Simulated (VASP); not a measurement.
# CdF2 (I4/mmm) in VASP: a series of runs

The runs below take CdF2 through single point, with PBEsol.

All numbers are computed with VASP 6.6.1; they aren't measurements. Logs are shortened: lines on timing, memory, paths and dates and some standing lists are left out, and cuts for length are marked.

## Step 1: The cell of the first run

Symmetry: I4/mmm, No. 139, tetragonal system. The conventional cell has a = 3.962 Å, b = 3.962 Å, c = 5.388 Å, α = 90.00°, β = 90.00°, γ = 90.00°. Cd (site symmetry 4/mmm) has 8 F at 2.40 Å within 3.2 Å. F (site symmetry -4m2) has 4 Cd at 2.40 Å and 6 F at 2.69 to 2.80 Å within 3.2 Å.

## Step 2: Single point, PBEsol

INCAR reads:

```
ALGO = Normal ; EDIFF = 1E-6
ENCUT = 520 ; GGA = PS
ISIF = 2 ; ISMEAR = -1
LASPH = T ; LCHARG = T
LELF = T ; LREAL = F
LVHAR = T ; LWAVE = F
NBANDS = 20 ; NELM = 60
PREC = Accurate ; SIGMA = 0.05
```

KPOINTS reads:

```
k-points
0
Gamma
  7 7 7
```

POSCAR reads:

```
CdF2
1.0
    0.0000000000      2.8017600000      2.6940000000
    2.8017600000      0.0000000000      2.6940000000
    2.8017600000      2.8017600000      0.0000000000
Cd F
1 2
Direct
    0.0000000000      0.0000000000      0.0000000000
    0.7500000000      0.7500000000      0.7500000000
    0.2500000000      0.2500000000      0.2500000000
```

Potentials or basis: VASP PAW PBE potentials, release 64 (Cd, F).

On the command line:

```bash
> cat potpaw_PBE.64/Cd/POTCAR potpaw_PBE.64/F/POTCAR > POTCAR
> mpirun -np 1 vasp_std > vasp.out
```

OUTCAR:

```text
EDIFF = 1E-6
   ENCUT = 520
   GGA = PS
   ISIF = 2
   ISMEAR = -1
   LASPH = T
   LREAL = F
   NELM = 60
   PREC = Accurate

 ion  position               nearest neighbor table
   1  0.000  0.000  0.000-   2 2.40   2 2.40   2 2.40   2 2.40   3 2.40   3 2.40   3 2.40   3 2.40

   2  0.750  0.750  0.750-   1 2.40   1 2.40   1 2.40   1 2.40
   3  0.250  0.250  0.250-   1 2.40   1 2.40   1 2.40   1 2.40

  LATTYP: Found a body centered tetragonal cell.
 ALAT       =     3.9622869905
 C/A-ratio  =     1.3598207331

  Lattice vectors:

 A1 = (   0.0000000000,  -2.8017600000,  -2.6940000000)
 A2 = (   0.0000000000,   2.8017600000,  -2.6940000000)
 A3 = (   2.8017600000,   0.0000000000,   2.6940000000)

Analysis of symmetry for initial positions (statically):
=====================================================================
 Subroutine PRICEL returns:
 Original cell was already a primitive cell.

 Routine SETGRP: Setting up the symmetry group for a
 body centered tetragonal supercell.

 Subroutine GETGRP returns: Found 16 space group operations
 (whereof 16 operations were pure point group operations)
 out of a pool of 16 trial point group operations.

The static configuration has the point symmetry D_4h.

Analysis of symmetry for dynamics (positions and initial velocities):
=====================================================================
 Subroutine PRICEL returns:
 Original cell was already a primitive cell.

 Routine SETGRP: Setting up the symmetry group for a
 body centered tetragonal supercell.

 Subroutine GETGRP returns: Found 16 space group operations
 (whereof 16 operations were pure point group operations)
 out of a pool of 16 trial point group operations.

The dynamic configuration has the point symmetry D_4h.

 Subroutine INISYM returns: Found 16 space group operations
 (whereof 16 operations are pure point group operations),
 and found     1 'primitive' translations

----------------------------------------------------------------------------------------

                                     Primitive cell

  volume of cell :      42.2950

  direct lattice vectors                    reciprocal lattice vectors
     0.000000000  2.801760000  2.694000000    -0.178459254  0.178459254  0.185597624
     2.801760000  0.000000000  2.694000000     0.178459254 -0.178459254  0.185597624
     2.801760000  2.801760000  0.000000000     0.178459254  0.178459254 -0.185597624

  length of vectors
     3.886836130  3.886836130  3.962286991     0.313276059  0.313276059  0.313276059

  position of ions in fractional coordinates (direct lattice)
     0.000000000  0.000000000  0.000000000
     0.750000000  0.750000000  0.750000000
     0.250000000  0.250000000  0.250000000

  ion indices of the primitive-cell ions
   primitive index   ion index
                 1           1
                 2           2
                 3           3

----------------------------------------------------------------------------------------

 KPOINTS: k-points

Automatic generation of k-mesh.
 Grid dimensions read from file:
 generate k-points for:    7    7    7

 Generating k-lattice:

  Cartesian coordinates                     Fractional coordinates (reciprocal lattice)
    -0.025494179  0.025494179  0.026513946     0.142857143  0.000000000  0.000000000
     0.025494179 -0.025494179  0.026513946     0.000000000  0.142857143  0.000000000
     0.025494179  0.025494179 -0.026513946    -0.000000000 -0.000000000  0.142857143

  Length of vectors
     0.044753723  0.044753723  0.044753723

  Shift w.r.t. Gamma in fractional coordinates (k-lattice)
     0.000000000  0.000000000  0.000000000

 Subroutine IBZKPT returns following result:
 ===========================================

 Found     40 irreducible k-points:

 Following reciprocal coordinates:
            Coordinates               Weight
  0.000000  0.000000  0.000000      1.000000
  0.142857  0.000000  0.000000      8.000000
  0.285714  0.000000  0.000000      8.000000
  0.428571  0.000000  0.000000      8.000000
  0.142857  0.142857  0.000000      2.000000
  0.285714  0.142857  0.000000      8.000000
[... 16 lines left out ...]
  0.428571  0.285714  0.142857      8.000000
 -0.428571  0.285714  0.142857     16.000000
 [... further k-points ...]
   k-points           NKPTS =     40   k-points in BZ     NKDIM =     40   number of bands    NBANDS=     20
   number of dos      NEDOS =    301   number of ions     NIONS =      3
   total plane-waves  NPLWV =  27000
   dimension x,y,z NGX =    30 NGY =   30 NGZ =   30
   dimension x,y,z NGXF=    60 NGYF=   60 NGZF=   60
   ions per type =               1   2
   NGX,Y,Z   is equivalent  to a cutoff of  12.83, 12.83, 12.59 a.u.
   NGXF,Y,Z  is equivalent  to a cutoff of  25.66, 25.66, 25.17 a.u.
 SYSTEM =  unknown system
   PREC   = accura    normal or accurate (medium, high low for compatibility)
   ISTART =      0    job   : 0-new  1-cont  2-samecut
   ICHARG =      2    charge: 1-file 2-atom 10-const
   ISPIN  =      1    spin polarized calculation?
   LNONCOLLINEAR =      F non collinear calculations
   LSORBIT =      F    spin-orbit coupling
   LASPH  =      T    aspherical Exc in radial PAW
   ENCUT  =  520.0 eV  38.22 Ry    6.18 a.u.   7.23  7.23  7.37*2*pi/ulx,y,z
   NELM   =     60;   NELMIN=  2; NELMDL= -5     # of ELM steps
   EDIFF  = 0.1E-05   stopping-criterion for ELM
   LREAL  =      F    real-space projection
   EDIFFG = 0.1E-04   stopping-criterion for IOM
   NSW    =      0    number of steps for IOM
   IBRION =     -1    ionic relax: 0-MD 1-quasi-New 2-CG
   NFREE  =      0    steps in history (QN), initial steepest desc. (CG)
   ISIF   =      2    stress and relaxation
   ISYM   =      2    0-nonsym 1-usesym 2-fastsym
   POTIM  = 0.5000    time-step for ionic-motion
   TEBEG  =    0.0;   TEEND  =   0.0 temperature during run
   PSTRESS=    0.0 pullay stress
   NELECT =      26.0000    total number of electrons
   NUPDOWN=      -1.0000    fix difference up-down
   EMIN   =  10.00;   EMAX   =-10.00  energy-range for DOS
   EFERMI =   0.00;   METHOD = LEGACY
   ISMEAR =    -1;   SIGMA  =   0.05  broadening in eV -4-tet -1-fermi 0-gaus
   EFERMI_NEDOS =   21; number of points for ismear=-14 and -15
   IALGO  =     38    algorithm
   IMIX   =      4    mixing-type and parameters
     AMIX     =   0.40;   BMIX     =  1.00
     AMIX_MAG =   1.60;   BMIX_MAG =  1.00
  volume/ion in A,a.u.               =      14.10        95.14
  Fermi-wavevector in a.u.,A,eV,Ry     =   1.391990  2.630480 26.363142  1.937636
  Thomas-Fermi vector in A             =   2.515776
   LORBIT       =      0    0 simple, 1 ext, 2 COOP (PROOUT), +10 PAW based schemes
   GGA     = PS    functional components
[... 5 lines left out ...]
 non-spin polarized calculation
  energy-cutoff  :      520.00
  volume of cell :       42.30
 maximum number of plane-waves:      1166
 NGX is ok and might be reduce to    30
   NGX = 15   NGY = 15   NGZ = 15

 number of electron      26.0000010 magnetization

 Free energy of the ion-electron system (eV)
  ---------------------------------------------------
  ext. energy  EPLUGINS =         0.00000000
  ---------------------------------------------------
  free energy    TOTEN  =       -11.51813542 eV

  energy without entropy =      -11.51813542  energy(sigma->0) =      -11.51813542

 E-fermi :  -0.7864     XC(G=0): -10.2765

 val. band max:       -1.9770387410   @ k =  -0.1429   0.4286   0.2857
 cond. band min:       0.6311709941   @ k =   0.0000   0.0000   0.0000
 fundamental gap:      2.6082097351
 Fermi energy:        -0.7863685044

 k-point     1 :       0.0000    0.0000    0.0000
  band No.  band energies     occupation
      1     -22.3024      2.00000
      2     -21.3666      2.00000
      3      -7.4290      2.00000
      4      -7.4290      2.00000
      5      -7.4084      2.00000
      6      -6.5015      2.00000
[... 12 lines left out ...]
     19      16.6883      0.00000
     20      17.5680      0.00000

 k-point     2 :       0.1429    0.0000    0.0000
  band No.  band energies     occupation
      1     -22.2478      2.00000
      2     -21.4143      2.00000
      3      -7.3693      2.00000
      4      -7.3520      2.00000
      5      -7.2458      2.00000
      6      -6.5144      2.00000
[... 12 lines left out ...]
     19      16.2251      0.00000
     20      17.0100      0.00000

 k-point     3 :       0.2857    0.0000    0.0000
  band No.  band energies     occupation
      1     -22.1038      2.00000
      2     -21.5408      2.00000
      3      -7.2499      2.00000
      4      -7.2183      2.00000
      5      -6.8028      2.00000
      6      -6.5116      2.00000
[... 12 lines left out ...]
     19      16.1841      0.00000
     20      16.5170      0.00000

 k-point     4 :       0.4286    0.0000    0.0000
  band No.  band energies     occupation
      1     -21.9162      2.00000
      2     -21.7128      2.00000
      3      -7.1838      2.00000
      4      -7.1377      2.00000
      5      -6.4648      2.00000
      6      -6.4399      2.00000
[... 12 lines left out ...]
     19      15.7187      0.00000
     20      15.9827      0.00000

 k-point     5 :       0.1429    0.1429    0.0000
  band No.  band energies     occupation
      1     -22.2219      2.00000
      2     -21.4391      2.00000
      3      -7.3357      2.00000
      4      -7.3357      2.00000
      5      -7.1838      2.00000
      6      -6.5652      2.00000
[... 12 lines left out ...]
     19      16.9184      0.00000
     20      17.2661      0.00000
[... 353 lines left out ...]
      6      -6.5770      2.00000
[... 12 lines left out ...]
     19      15.5028      0.00000
     20      18.0970      0.00000

 k-point    22 :      -0.1429    0.0000    0.1429
  band No.  band energies     occupation
      1     -22.1607      2.00000
      2     -21.4904      2.00000
      3      -7.2662      2.00000
      4      -7.2609      2.00000
      5      -7.0014      2.00000
      6      -6.5658      2.00000
[... 12 lines left out ...]
     19      16.0749      0.00000
     20      17.6336      0.00000

 k-point    23 :       0.4286    0.2857    0.1429
  band No.  band energies     occupation
      1     -21.9850      2.00000
      2     -21.6398      2.00000
      3      -7.0903      2.00000
      4      -7.0405      2.00000
      5      -6.7209      2.00000
      6      -6.5945      2.00000
[... 12 lines left out ...]
     19      16.4068      0.00000
     20      18.8557      0.00000

 k-point    24 :      -0.4286    0.2857    0.1429
  band No.  band energies     occupation
      1     -21.8412      2.00000
      2     -21.7657      2.00000
      3      -7.0203      2.00000
      4      -6.9324      2.00000
      5      -6.6362      2.00000
      6      -6.4611      2.00000
[... 12 lines left out ...]
     19      16.0089      0.00000
     20      19.0492      0.00000

 [... further k-points ...]
[... 5 lines left out ...]
  --------------------------------------------------------------------------------------
  -------------------------------------------------------------------------------------
  Total       -2.1345142     -2.1345142     -1.0620684      0.0000000      0.0000000      0.0000000
  in kB      -80.8574780    -80.8574780    -40.2321849      0.0000000      0.0000000      0.0000000
  external PRESSURE =     -67.3157136 kB  Pullay stress =       0.0000000 kB

 VOLUME and BASIS-vectors are now :
 -----------------------------------------------------------------------------
  energy-cutoff  :      520.00
  volume of cell :       42.30
      direct lattice vectors                 reciprocal lattice vectors
     0.000000000  2.801760000  2.694000000    -0.178459254  0.178459254  0.185597624
     2.801760000  0.000000000  2.694000000     0.178459254 -0.178459254  0.185597624
     2.801760000  2.801760000  0.000000000     0.178459254  0.178459254 -0.185597624

 POSITION                                       TOTAL-FORCE (eV/Angst)
 -----------------------------------------------------------------------------------
      0.00000      0.00000      0.00000        -0.000000     -0.000000      0.000000
      4.20264      4.20264      4.04100         0.000000      0.000000      0.000000
      1.40088      1.40088      1.34700        -0.000000     -0.000000     -0.000000
 -----------------------------------------------------------------------------------
    total drift:                                0.000000     -0.000000      0.000000

  FREE ENERGIE OF THE ION-ELECTRON SYSTEM (eV)
  ---------------------------------------------------
  free  energy   TOTEN  =       -11.5181354225 eV

  energy  without entropy=      -11.5181354225  energy(sigma->0) =      -11.51813542
```

Wall time 19 s (1 thread of AMD EPYC 9R45 (Zen 5), shared host); peak memory 0.15 GiB.

What came out:

```
Free energy            : -11.5181 eV
Pressure               : -6.7 GPa
Band gap on the k mesh : 2.61 eV, indirect (least direct gap 3.17 eV)
```

Stress tensor (GPa, compression positive):
```
-8.09  0.00  0.00
 0.00 -8.09  0.00
 0.00  0.00 -4.02
```

Caveat: the PAW data sets were made with another functional, which shifts forces and pressure a little. A k mesh can miss the band edges.

## Step 3: Single point, PBEsol

INCAR reads:

```
ALGO = Normal ; EDIFF = 1E-6
ENCUT = 600 ; GGA = PS
GGA_COMPAT = F ; ISIF = 2
ISMEAR = -1 ; LASPH = T
LCHARG = T ; LELF = T
LREAL = F ; LVHAR = T
LWAVE = F ; NBANDS = 24
NELM = 120 ; PREC = Accurate
SIGMA = 0.05
```

KPOINTS is that of step 2.

POSCAR is that of step 2.

Potentials or basis: VASP PAW PBE potentials, release 64 (Cd_sv_GW, F).

On the command line:

```bash
> cat potpaw_PBE.64/Cd_sv_GW/POTCAR potpaw_PBE.64/F/POTCAR > POTCAR
> mpirun -np 1 vasp_std > vasp.out
```

OUTCAR:

```text
EDIFF = 1E-6
   ENCUT = 600
   GGA = PS
   ISIF = 2
   ISMEAR = -1
   LASPH = T
   LREAL = F
   NELM = 120
   PREC = Accurate

 ion  position               nearest neighbor table
   1  0.000  0.000  0.000-
   2  0.750  0.750  0.750-
   3  0.250  0.250  0.250-

  LATTYP: Found a body centered tetragonal cell.
 ALAT       =     3.9622869905
 C/A-ratio  =     1.3598207331

  Lattice vectors:

 A1 = (   0.0000000000,  -2.8017600000,  -2.6940000000)
 A2 = (   0.0000000000,   2.8017600000,  -2.6940000000)
 A3 = (   2.8017600000,   0.0000000000,   2.6940000000)

Analysis of symmetry for initial positions (statically):
=====================================================================
 Subroutine PRICEL returns:
 Original cell was already a primitive cell.

 Routine SETGRP: Setting up the symmetry group for a
 body centered tetragonal supercell.

 Subroutine GETGRP returns: Found 16 space group operations
 (whereof 16 operations were pure point group operations)
 out of a pool of 16 trial point group operations.

The static configuration has the point symmetry D_4h.

Analysis of symmetry for dynamics (positions and initial velocities):
=====================================================================
 Subroutine PRICEL returns:
 Original cell was already a primitive cell.

 Routine SETGRP: Setting up the symmetry group for a
 body centered tetragonal supercell.

 Subroutine GETGRP returns: Found 16 space group operations
 (whereof 16 operations were pure point group operations)
 out of a pool of 16 trial point group operations.

The dynamic configuration has the point symmetry D_4h.

 Subroutine INISYM returns: Found 16 space group operations
[... 104 lines left out ...]
   NFREE  =      0    steps in history (QN), initial steepest desc. (CG)
   ISIF   =      2    stress and relaxation
   ISYM   =      2    0-nonsym 1-usesym 2-fastsym
   POTIM  = 0.5000    time-step for ionic-motion
   TEBEG  =    0.0;   TEEND  =   0.0 temperature during run
   PSTRESS=    0.0 pullay stress
   NELECT =      34.0000    total number of electrons
   NUPDOWN=      -1.0000    fix difference up-down
   EMIN   =  10.00;   EMAX   =-10.00  energy-range for DOS
   EFERMI =   0.00;   METHOD = LEGACY
   ISMEAR =    -1;   SIGMA  =   0.05  broadening in eV -4-tet -1-fermi 0-gaus
   EFERMI_NEDOS =   21; number of points for ismear=-14 and -15
   IALGO  =     38    algorithm
   IMIX   =      4    mixing-type and parameters
     AMIX     =   0.40;   BMIX     =  1.00
     AMIX_MAG =   1.60;   BMIX_MAG =  1.00
  volume/ion in A,a.u.               =      14.10        95.14
  Fermi-wavevector in a.u.,A,eV,Ry     =   1.522199  2.876538 31.525904  2.317089
  Thomas-Fermi vector in A             =   2.630810
   LORBIT       =      0    0 simple, 1 ext, 2 COOP (PROOUT), +10 PAW based schemes
   GGA     = PS    functional components
   LHFCALC =     F    Hartree Fock is set to
   AEXX    =    0.0000 exact exchange contribution
   IVDW    =     0    specifies the selected vdW correction
   LEPSILON=     F    determine dielectric tensor
   LRPA    =     F    only Hartree local field effects (RPA)
 non-spin polarized calculation
  energy-cutoff  :      600.00
  volume of cell :       42.30
 maximum number of plane-waves:      1425
   NGX = 15   NGY = 15   NGZ = 15

 number of electron      34.0000006 magnetization

 Free energy of the ion-electron system (eV)
  ---------------------------------------------------
  ext. energy  EPLUGINS =         0.00000000
  ---------------------------------------------------
  free energy    TOTEN  =       -11.62387514 eV

  energy without entropy =      -11.62387514  energy(sigma->0) =      -11.62387514

 E-fermi :   1.0800     XC(G=0): -10.4152

 val. band max:       -0.1646233658   @ k =  -0.1429   0.4286   0.2857
 cond. band min:       2.4588360182   @ k =   0.0000   0.0000   0.0000
 fundamental gap:      2.6234593841
 Fermi energy:         1.0799738434

 k-point     1 :       0.0000    0.0000    0.0000
  band No.  band energies     occupation
      1     -98.6533      2.00000
      2     -59.7830      2.00000
      3     -59.7680      2.00000
      4     -59.7680      2.00000
      5     -20.4865      2.00000
      6     -19.5553      2.00000
[... 637 lines left out ...]
     23      17.7856      0.00000
     24      20.6607      0.00000

 [... further k-points ...]
[... 5 lines left out ...]
  --------------------------------------------------------------------------------------
  -------------------------------------------------------------------------------------
  Total       -2.4408381     -2.4408381     -1.3548164      0.0000000     -0.0000000     -0.0000000
  in kB      -92.4613255    -92.4613255    -51.3217628      0.0000000     -0.0000000     -0.0000000
  external PRESSURE =     -78.7481379 kB  Pullay stress =       0.0000000 kB

 VOLUME and BASIS-vectors are now :
 -----------------------------------------------------------------------------
  energy-cutoff  :      600.00
  volume of cell :       42.30
      direct lattice vectors                 reciprocal lattice vectors
     0.000000000  2.801760000  2.694000000    -0.178459254  0.178459254  0.185597624
     2.801760000  0.000000000  2.694000000     0.178459254 -0.178459254  0.185597624
     2.801760000  2.801760000  0.000000000     0.178459254  0.178459254 -0.185597624

 POSITION                                       TOTAL-FORCE (eV/Angst)
 -----------------------------------------------------------------------------------
      0.00000      0.00000      0.00000        -0.000000      0.000000      0.000000
      4.20264      4.20264      4.04100         0.000000      0.000000     -0.000000
      1.40088      1.40088      1.34700        -0.000000     -0.000000      0.000000
 -----------------------------------------------------------------------------------
    total drift:                                0.000000     -0.000000      0.000000

  FREE ENERGIE OF THE ION-ELECTRON SYSTEM (eV)
  ---------------------------------------------------
  free  energy   TOTEN  =       -11.6238751443 eV

  energy  without entropy=      -11.6238751443  energy(sigma->0) =      -11.62387514
```

It took 27 s on 1 thread of Intel Xeon 6975P-C (Granite Rapids), shared host; peak memory 0.21 GiB.

What came out:

| Property | Result |
| --- | --- |
| Free energy | -11.6239 eV |
| Pressure | -7.9 GPa |
| Band gap on the k mesh | 2.62 eV, indirect (least direct gap 3.19 eV) |

Stress tensor (GPa, compression positive):
```
-9.25  0.00  0.00
 0.00 -9.25  0.00
 0.00  0.00 -5.13
```

Caveat: the PAW data sets were made with another functional, which shifts forces and pressure a little.
